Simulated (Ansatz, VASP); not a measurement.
**Al3GaN4: VASP beside Ansatz**

Contents of INCAR:

```
PREC = Accurate
ENCUT = 520
EDIFF = 1E-6
ISMEAR = 0
SIGMA = 0.05
LREAL = False
LASPH = True
NELM = 60
ALGO = Normal
ISIF = 2
LWAVE = False
LCHARG = False
GGA = PS
NBANDS = 31
```

The input KPOINTS:

```
Automatic mesh
0
Gamma
  6 6 6
```

The input POSCAR:

```
Al3GaN4
1.0
    4.6306709109      0.0000000000      0.0000000000
    0.0000000000      4.6306709109      0.0000000000
    0.0000000000      0.0000000000      4.6306709109
Al Ga N
3 1 4
Direct
    0.5000000000      0.5000000000      0.0000000000
    0.5000000000      0.0000000000      0.5000000000
    0.0000000000      0.5000000000      0.5000000000
    0.0000000000      0.0000000000      0.0000000000
    0.7447140287      0.7447140287      0.2552859713
    0.7447140287      0.2552859713      0.7447140287
    0.2552859713      0.7447140287      0.7447140287
    0.2552859713      0.2552859713      0.2552859713
```

Input for Ansatz:

```yaml
crystal:
  lattice:
    - [4.6306709109, 0.0, 0.0]
    - [0.0, 4.6306709109, 0.0]
    - [0.0, 0.0, 4.6306709109]
  atoms:
    - { symbol: Al, position: [0.5, 0.5, 0.0] }
    - { symbol: Al, position: [0.5, 0.0, 0.5] }
    - { symbol: Al, position: [0.0, 0.5, 0.5] }
    - { symbol: Ga, position: [0.0, 0.0, 0.0] }
    - { symbol: "N", position: [0.7447140287, 0.7447140287, 0.2552859713] }
    - { symbol: "N", position: [0.7447140287, 0.2552859713, 0.7447140287] }
    - { symbol: "N", position: [0.2552859713, 0.7447140287, 0.7447140287] }
    - { symbol: "N", position: [0.2552859713, 0.2552859713, 0.2552859713] }
basis:
  ecutwfc: 520.0
kpoints:
  mp_grid: { grid: [6, 6, 6] }
hamiltonian:
  xc: pbesol
scf:
  occupations: { method: gaussian, width: 0.05 }
output:
  forces: true
  stress: true
  eigenvalues: true
```

Alike in both runs: task single point; functional PBEsol; k mesh 6 × 6 × 6; occupations gaussian, width 0.05 eV; no spin polarisation.

|  | VASP | Ansatz |
| --- | --- | --- |
| version | VASP 6.6.1 | Ansatz 0.2.0 |
| potentials or method | VASP PAW PBE potentials, release 64 (Al, Ga_d, N), cutoff 520 eV | scalar-relativistic, plane waves, PAW |
| valence electrons in the cell | 42 | 42 |

```csv
,VASP,Ansatz,Ansatz less VASP
gap on the k mesh at the Fermi level (eV),2.29,2.28,-0.009
least direct gap on the mesh (eV),2.29,2.28,-0.009
pressure (GPa),-21.8,-21.7,+0.10
rms of the force components (eV/Å),0.007,0.004,-0.0023
```

VASP's potentials were made for PBE, not for PBEsol. Atom by atom the forces differ by 0.002 eV/Å (rms over components).
